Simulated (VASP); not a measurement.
# BeCd2S3 in VASP: notebook

Runs on BeCd2S3. Level: PBE. Tasks: single point.

All numbers are computed with VASP 6.6.1; they aren't measurements. Logs are shortened: lines on timing, memory, paths and dates and some standing lists are left out, and cuts for length are marked.

## 1. The cell of the first run

Symmetry: Cc, No. 9, monoclinic system. Conventional cell: a = 6.762 Å, b = 11.931 Å, c = 6.680 Å, α = 90.00°, β = 107.89°, γ = 90.00°. Within 2.8 Å of Be (site symmetry 1) lie 4 S at 2.12 to 2.20 Å. Within 3.4 Å of Cd (site symmetry 1) lie 4 S at 2.54 to 2.57 Å. Within 3.4 Å of Cd (site symmetry 1) lie 4 S at 2.54 to 2.56 Å. Within 2.8 Å of S (site symmetry 1) lie 1 Be at 2.12 Å and 3 Cd at 2.54 to 2.56 Å. S (site symmetry 1) has 2 Be at 2.16 to 2.20 Å and 2 Cd at 2.56 to 2.57 Å within 2.9 Å. Within 2.8 Å of S (site symmetry 1) lie 1 Be at 2.12 Å and 3 Cd at 2.54 to 2.56 Å.

## 2. Single point, PBE

Contents of INCAR:

```
PREC     = Accurate       # precision mode
ENCUT    = 520            # plane-wave cutoff, eV
EDIFF    = 1E-6           # SCF threshold, eV
ISMEAR   = 0              # smearing method
SIGMA    = 0.02           # smearing width, eV
LREAL    = F              # projectors in reciprocal space
LASPH    = T              # aspherical terms in the spheres
NELM     = 80             # most SCF steps
ALGO     = Normal         # electronic algorithm
ISIF     = 2              # what is computed and relaxed
LWAVE    = F              # write WAVECAR
LCHARG   = F              # write CHGCAR
GGA      = PE             # functional
NBANDS   = 56             # bands
```

Contents of KPOINTS:

```
regular mesh
0
Gamma
  6 6 4
```

Contents of POSCAR:

```
BeCd2S3
1.0
    3.3810392256     -5.9656867458     -0.0047571381
    3.3810392256      5.9656867458     -0.0047571381
   -2.0426285671      0.0000000000      6.3602984580
Be Cd S
2 4 6
Direct
    0.0793392940      0.9280843686      0.5062971885
    0.9280843686      0.0793392940      0.0062971885
    0.4189958102      0.5906093295      0.5016526306
    0.7569595148      0.2365463487      0.5005643490
    0.5906093295      0.4189958102      0.0016526306
    0.2365463487      0.7569595148      1.0005643490
    0.4175502408      0.2469630464      0.6032592473
    0.8394176801      0.9612655813      0.6612615692
    0.1115686415      0.6627001443      0.6019650155
    0.2469630464      0.4175502408      0.1032592473
    0.9612655813      0.8394176801      0.1612615692
    0.6627001443      0.1115686415      0.1019650155
```

Potentials or basis: VASP PAW PBE potentials, release 64 (Be, Cd, S).

On the command line:

```sh
> cat potpaw_PBE.64/Be/POTCAR potpaw_PBE.64/Cd/POTCAR potpaw_PBE.64/S/POTCAR > POTCAR
> mpirun -np 1 vasp_std > vasp.out
```

OUTCAR:

```text
PREC = Accurate
   ENCUT = 520
   EDIFF = 1E-6
   ISMEAR = 0
   LREAL = F
   LASPH = T
   NELM = 80
   ISIF = 2
   GGA = PE

 ion  position               nearest neighbor table
   1  0.079  0.928  0.506-   7 2.12   9 2.12   8 2.16  11 2.20
   2  0.928  0.079  0.006-  10 2.12  12 2.12  11 2.16   8 2.20
   3  0.419  0.591  0.502-   7 2.54   9 2.56  10 2.56   8 2.57
   4  0.757  0.237  0.501-  12 2.54   9 2.55   7 2.56   8 2.56
   5  0.591  0.419  0.002-  10 2.54  12 2.56   7 2.56  11 2.57
   6  0.237  0.757  0.001-   9 2.54  12 2.55  10 2.56  11 2.56
   7  0.418  0.247  0.603-   1 2.12   3 2.54   4 2.56   5 2.56
   8  0.839  0.961  0.661-   1 2.16   2 2.20   4 2.56   3 2.57
   9  0.112  0.663  0.602-   1 2.12   6 2.54   4 2.55   3 2.56
  10  0.247  0.418  0.103-   2 2.12   5 2.54   6 2.56   3 2.56
  11  0.961  0.839  0.161-   2 2.16   1 2.20   6 2.56   5 2.57
  12  0.663  0.112  0.102-   2 2.12   4 2.54   6 2.55   5 2.56

  LATTYP: Found a base centered monoclinic cell.
 ALAT       =     6.7620851445
 B/A-ratio  =     1.7644518276
 C/A-ratio  =     0.9878978081
 COS(beta)  =    -0.3071106298

  Lattice vectors:

 A1 = (   3.3810392256,  -5.9656867458,  -0.0047571381)
 A2 = (   3.3810392256,   5.9656867458,  -0.0047571381)
 A3 = (  -2.0426285671,   0.0000000000,   6.3602984580)

Analysis of symmetry for initial positions (statically):
=====================================================================
 Subroutine PRICEL returns:
 Original cell was already a primitive cell.

 Routine SETGRP: Setting up the symmetry group for a
 base centered monoclinic supercell.

 Subroutine GETGRP returns: Found  2 space group operations
 (whereof  1 operations were pure point group operations)
 out of a pool of  4 trial point group operations.

The static configuration has the point symmetry C_1 .
 The point group associated with its full space group is C_1h.

Analysis of symmetry for dynamics (positions and initial velocities):
=====================================================================
 Subroutine PRICEL returns:
 Original cell was already a primitive cell.

 Routine SETGRP: Setting up the symmetry group for a
 base centered monoclinic supercell.

 Subroutine GETGRP returns: Found  2 space group operations
 (whereof  1 operations were pure point group operations)
 out of a pool of  4 trial point group operations.

The dynamic configuration has the point symmetry C_1 .
 The point group associated with its full space group is C_1h.

 Subroutine INISYM returns: Found  2 space group operations
 (whereof  1 operations are pure point group operations),
 and found     1 'primitive' translations

----------------------------------------------------------------------------------------

                                     Primitive cell

  volume of cell :     256.4613

  direct lattice vectors                    reciprocal lattice vectors
     3.381039226 -5.965686746 -0.004757138     0.147950379 -0.083812647  0.047514700
     3.381039226  5.965686746 -0.004757138     0.147950379  0.083812647  0.047514700
    -2.042628567  0.000000000  6.360298458     0.000221317  0.000000000  0.157296403

  length of vectors
     6.857176330  6.857176330  6.680249093     0.176554584  0.176554584  0.157296558

  position of ions in fractional coordinates (direct lattice)
     0.079339294  0.928084369  0.506297188
     0.928084369  0.079339294  0.006297188
     0.418995810  0.590609329  0.501652631
     0.756959515  0.236546349  0.500564349
     0.590609329  0.418995810  0.001652631
     0.236546349  0.756959515  0.000564349
     0.417550241  0.246963046  0.603259247
     0.839417680  0.961265581  0.661261569
     0.111568641  0.662700144  0.601965015
     0.246963046  0.417550241  0.103259247
     0.961265581  0.839417680  0.161261569
     0.662700144  0.111568641  0.101965015

  ion indices of the primitive-cell ions
   primitive index   ion index
                 1           1
                 2           2
                 3           3
                 4           4
                 5           5
                 6           6
                 7           7
                 8           8
                 9           9
                10          10
                11          11
                12          12

----------------------------------------------------------------------------------------

 KPOINTS: regular mesh

Automatic generation of k-mesh.
 Grid dimensions read from file:
 generate k-points for:    6    6    4

 Generating k-lattice:

  Cartesian coordinates                     Fractional coordinates (reciprocal lattice)
     0.024658396 -0.013968775  0.007919117     0.166666667 -0.000000000  0.000000000
     0.024658396  0.013968775  0.007919117    -0.000000000  0.166666667  0.000000000
     0.000055329  0.000000000  0.039324101    -0.000000000 -0.000000000  0.250000000

  Length of vectors
     0.029425764  0.029425764  0.039324140

  Shift w.r.t. Gamma in fractional coordinates (k-lattice)
     0.000000000  0.000000000  0.000000000

 Subroutine IBZKPT returns following result:
 ===========================================

 Found     47 irreducible k-points:

 Following reciprocal coordinates:
            Coordinates               Weight
  0.000000  0.000000  0.000000      1.000000
  0.166667  0.000000  0.000000      4.000000
  0.333333 -0.000000  0.000000      4.000000
  0.500000 -0.000000  0.000000      2.000000
  0.166667  0.166667  0.000000      2.000000
  0.333333  0.166667 -0.000000      4.000000
[... 16 lines left out ...]
 -0.333333  0.166667  0.250000      4.000000
 -0.166667  0.166667  0.250000      4.000000
 [... further k-points ...]
   k-points           NKPTS =     47   k-points in BZ     NKDIM =     47   number of bands    NBANDS=     56
   number of dos      NEDOS =    301   number of ions     NIONS =     12
   total plane-waves  NPLWV = 145800
   dimension x,y,z NGX =    54 NGY =   54 NGZ =   50
   dimension x,y,z NGXF=   108 NGYF=  108 NGZF=  100
   ions per type =               2   4   6
   NGX,Y,Z   is equivalent  to a cutoff of  13.09, 13.09, 12.44 a.u.
   NGXF,Y,Z  is equivalent  to a cutoff of  26.18, 26.18, 24.89 a.u.
 SYSTEM =  unknown system
   PREC   = accura    normal or accurate (medium, high low for compatibility)
   ISTART =      0    job   : 0-new  1-cont  2-samecut
   ICHARG =      2    charge: 1-file 2-atom 10-const
   ISPIN  =      1    spin polarized calculation?
   LNONCOLLINEAR =      F non collinear calculations
   LSORBIT =      F    spin-orbit coupling
   LASPH  =      T    aspherical Exc in radial PAW
   ENCUT  =  520.0 eV  38.22 Ry    6.18 a.u.  12.75 12.75 12.42*2*pi/ulx,y,z
   NELM   =     80;   NELMIN=  2; NELMDL= -5     # of ELM steps
   EDIFF  = 0.1E-05   stopping-criterion for ELM
   LREAL  =      F    real-space projection
   EDIFFG = 0.1E-04   stopping-criterion for IOM
   NSW    =      0    number of steps for IOM
   IBRION =     -1    ionic relax: 0-MD 1-quasi-New 2-CG
   NFREE  =      0    steps in history (QN), initial steepest desc. (CG)
   ISIF   =      2    stress and relaxation
   ISYM   =      2    0-nonsym 1-usesym 2-fastsym
   POTIM  = 0.5000    time-step for ionic-motion
   TEBEG  =    0.0;   TEEND  =   0.0 temperature during run
   PSTRESS=    0.0 pullay stress
   NELECT =      88.0000    total number of electrons
   NUPDOWN=      -1.0000    fix difference up-down
   EMIN   =  10.00;   EMAX   =-10.00  energy-range for DOS
   EFERMI =   0.00;   METHOD = LEGACY
   ISMEAR =     0;   SIGMA  =   0.02  broadening in eV -4-tet -1-fermi 0-gaus
   EFERMI_NEDOS =   21; number of points for ismear=-14 and -15
   IALGO  =     38    algorithm
   IMIX   =      4    mixing-type and parameters
     AMIX     =   0.40;   BMIX     =  1.00
     AMIX_MAG =   1.60;   BMIX_MAG =  1.00
  volume/ion in A,a.u.               =      21.37       144.22
  Fermi-wavevector in a.u.,A,eV,Ry     =   1.146116  2.165844 17.872355  1.313581
  Thomas-Fermi vector in A             =   2.282801
   LORBIT       =      0    0 simple, 1 ext, 2 COOP (PROOUT), +10 PAW based schemes
   GGA     = PE    functional components
   LHFCALC =     F    Hartree Fock is set to
   AEXX    =    0.0000 exact exchange contribution
   IVDW    =     0    specifies the selected vdW correction
   LEPSILON=     F    determine dielectric tensor
   LRPA    =     F    only Hartree local field effects (RPA)
 non-spin polarized calculation
 Gauss-broadening in eV      SIGMA  =   0.02
  energy-cutoff  :      520.00
  volume of cell :      256.46
 maximum number of plane-waves:      6931
 NGX is ok and might be reduce to    54
   NGX = 25   NGY = 25   NGZ = 25

 number of electron      87.9999989 magnetization

 Free energy of the ion-electron system (eV)
  ---------------------------------------------------
  ext. energy  EPLUGINS =         0.00000000
  ---------------------------------------------------
  free energy    TOTEN  =       -44.08931327 eV

  energy without entropy =      -44.08931327  energy(sigma->0) =      -44.08931327

 E-fermi :   2.0125     XC(G=0):  -9.3337

 val. band max:        1.8983598021   @ k =   0.0000   0.0000   0.0000
 cond. band min:       3.7337753065   @ k =   0.0000   0.0000   0.0000
 fundamental gap:      1.8354155044
 Fermi energy:         2.0124640345

 k-point     1 :       0.0000    0.0000    0.0000
  band No.  band energies     occupation
      1     -10.7231      2.00000
      2     -10.0054      2.00000
      3      -9.7621      2.00000
      4      -9.7394      2.00000
      5      -9.7351      2.00000
      6      -9.7069      2.00000
[... 48 lines left out ...]
     55       8.1485      0.00000
     56       8.4406      0.00000

 k-point     2 :       0.1667    0.0000    0.0000
  band No.  band energies     occupation
      1     -10.6763      2.00000
      2     -10.0042      2.00000
      3      -9.7982      2.00000
      4      -9.7666      2.00000
      5      -9.7343      2.00000
      6      -9.7030      2.00000
[... 1291 lines left out ...]
  band No.  band energies     occupation
      1     -10.5879      2.00000
      2     -10.1168      2.00000
      3      -9.8042      2.00000
      4      -9.7664      2.00000
      5      -9.7306      2.00000
      6      -9.6881      2.00000
[... 48 lines left out ...]
     55       8.2247      0.00000
     56       8.5461      0.00000

 [... further k-points ...]
[... 5 lines left out ...]
  --------------------------------------------------------------------------------------
  -------------------------------------------------------------------------------------
  Total        0.3900815      0.4162730      0.3910907      0.0000000      0.0000000      0.0109954
  in kB        2.4369358      2.6005605      2.4432405      0.0000000      0.0000000      0.0686912
  external PRESSURE =       2.4935789 kB  Pullay stress =       0.0000000 kB

 VOLUME and BASIS-vectors are now :
 -----------------------------------------------------------------------------
  energy-cutoff  :      520.00
  volume of cell :      256.46
      direct lattice vectors                 reciprocal lattice vectors
     3.381039226 -5.965686746 -0.004757138     0.147950379 -0.083812647  0.047514700
     3.381039226  5.965686746 -0.004757138     0.147950379  0.083812647  0.047514700
    -2.042628567  0.000000000  6.360298458     0.000221317  0.000000000  0.157296403

 POSITION                                       TOTAL-FORCE (eV/Angst)
 -----------------------------------------------------------------------------------
      2.37196      5.06335      3.21541        -0.001321      0.000976     -0.008383
      3.39328     -5.06335      0.03526        -0.001321     -0.000976     -0.008383
      2.38882      1.02379      3.18586         0.008477      0.002715      0.004586
      2.33662     -3.10462      3.17901        -0.002599     -0.003982      0.005005
      3.41014     -1.02379      0.00571         0.008477     -0.002715      0.004586
      3.35793      3.10462     -0.00114        -0.002599      0.003982      0.005005
      1.01451     -1.01767      3.83375        -0.033168     -0.001878     -0.012260
      4.73747      0.72691      4.19725         0.012114     -0.021784      0.026889
      1.38824      3.28788      3.82499         0.016497      0.030916     -0.015838
      2.03583      1.01767      0.65360        -0.033168      0.001878     -0.012260
      5.75878     -0.72691      1.01711         0.012114      0.021784      0.026889
      2.40956     -3.28788      0.64484         0.016497     -0.030916     -0.015838
 -----------------------------------------------------------------------------------
    total drift:                                0.000321     -0.000000      0.001524

  FREE ENERGIE OF THE ION-ELECTRON SYSTEM (eV)
  ---------------------------------------------------
  free  energy   TOTEN  =       -44.0893132739 eV

  energy  without entropy=      -44.0893132739  energy(sigma->0) =      -44.08931327
```

It took 8 min on 1 thread of Intel Xeon 6975P-C (Granite Rapids), shared host; peak memory 0.72 GiB.

What came out:

```
Free energy            : -44.0893 eV
Pressure               : 0.2 GPa
Largest force          : 0.038 eV/Å
Band gap on the k mesh : 1.84 eV, direct
```

Forces on the atoms (eV/Å):
```
Be  -0.001  0.001 -0.008
Be  -0.001 -0.001 -0.008
Cd   0.008  0.003  0.005
Cd  -0.003 -0.004  0.005
Cd   0.008 -0.003  0.005
Cd  -0.003  0.004  0.005
S   -0.033 -0.002 -0.012
S    0.012 -0.022  0.027
S    0.016  0.031 -0.016
S   -0.033  0.002 -0.012
S    0.012  0.022  0.027
S    0.016 -0.031 -0.016
```

A k mesh can miss the band edges.

(Part 1 of 2 ends here.)
